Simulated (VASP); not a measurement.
A run of VASP 6.6.1 is set up as follows.

Contents of INCAR:

```
PREC     = Accurate       # precision mode
ENCUT    = 500            # plane-wave cutoff, eV
EDIFF    = 1E-6           # SCF threshold, eV
ISMEAR   = 0              # smearing method
SIGMA    = 0.01           # smearing width, eV
LREAL    = False          # projectors in reciprocal space
LASPH    = True           # aspherical terms in the spheres
NELM     = 120            # most SCF steps
ALGO     = Normal         # electronic algorithm
ISIF     = 2              # what is computed and relaxed
LWAVE    = False          # write WAVECAR
LCHARG   = False          # write CHGCAR
GGA      = PE             # functional
NBANDS   = 16             # bands
GGA_COMPAT= False
```

The input KPOINTS:

```
Automatic mesh
0
Gamma
  6 6 6
```

File POSCAR:

```
GaP
1.0
    0.0000000000      2.7192250961      2.7192250961
    2.7192250961      0.0000000000      2.7192250961
    2.7192250961      2.7192250961      0.0000000000
Ga P
1 1
Direct
    0.0000000000      0.0000000000      0.0000000000
    0.2500000000      0.2500000000      0.2500000000
```

Potentials or basis: VASP PAW PBE potentials, release 64 (Ga_d, P).

The run is started by

```bash
$ cat potpaw_PBE.64/Ga_d/POTCAR potpaw_PBE.64/P/POTCAR > POTCAR
$ mpirun -np 1 vasp_std > vasp.out
```

(1) Estimate the pressure.

(2) Estimate the band gap on the k mesh.

Results:

(1) 3.0 GPa.

(2) 1.64 eV, indirect (least direct gap 1.88 eV).
